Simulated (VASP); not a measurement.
Input of a VASP 6.6.1 run:

File INCAR:

```
SYSTEM = Al12H
PREC = Accurate ; ENCUT = 520
EDIFF = 1E-7 ; ISMEAR = 0
SIGMA = 0.1 ; LREAL = .FALSE.
LASPH = .TRUE. ; NELM = 60
ALGO = Normal ; ISIF = 2
LWAVE = .FALSE. ; LCHARG = .FALSE.
LDIPOL = .TRUE. ; IDIPOL = 3
DIPOL = 0.5 0.5 0.308 ; GGA = PE
IVDW = 12 ; NBANDS = 30
```

The input KPOINTS:

```
Automatic mesh
0
G
  6 6 1
  0 0 0
```

POSCAR

```
Al12H
1.0
    5.6314608543      0.0000000000      0.0000000000
   -2.8157304272      4.8769881603      0.0000000000
    0.0000000000      0.0000000000     21.6684292099
Al H
12 1
Direct
    0.3333333333      0.1666666667      0.1846003677
    0.3333333333      0.6666666667      0.1846003677
    0.8333333333      0.1666666667      0.1846003677
    0.8333333333      0.6666666667      0.1846003677
    0.1666666667      0.3333333333      0.2900502825
    0.1666666667      0.8333333333      0.2900502825
    0.6666666667      0.3333333333      0.2900502825
    0.6666666667      0.8333333333      0.2900502825
    0.0000000000      0.0000000000      0.3954337957
    0.0000000000      0.5000000000      0.3954337957
    0.5000000000      0.0000000000      0.3954337957
    0.5000000000      0.5000000000      0.3954337957
    0.3333333333      0.1666666667      0.5246540531
```

Potentials or basis: VASP PAW PBE potentials, release 64 (Al, H).

Command:

```sh
$ cat potpaw_PBE.64/Al/POTCAR potpaw_PBE.64/H/POTCAR > POTCAR
$ mpirun -np 1 vasp_std > vasp.out
```

Task: Predict the band gap on the k mesh.

Result: Zero (an odd number of electrons rules out a gap without spin polarisation).

Task: Predict the dispersion energy per atom.

Result: -0.224 eV.

Task: Estimate the largest force.

Result: 1.051 eV/Å.

Forces on the atoms (eV/Å):
```
Al   0.000  0.000 -0.010
Al  -0.037 -0.021 -0.124
Al   0.000  0.043 -0.124
Al   0.037 -0.021 -0.124
Al  -0.008  0.004  0.016
Al   0.000 -0.009  0.016
Al   0.008  0.004  0.016
Al   0.000  0.000 -0.097
Al   0.028  0.016  0.459
Al   0.000  0.000  0.104
Al  -0.028  0.016  0.459
Al   0.000 -0.033  0.459
H    0.000  0.000 -1.051
```
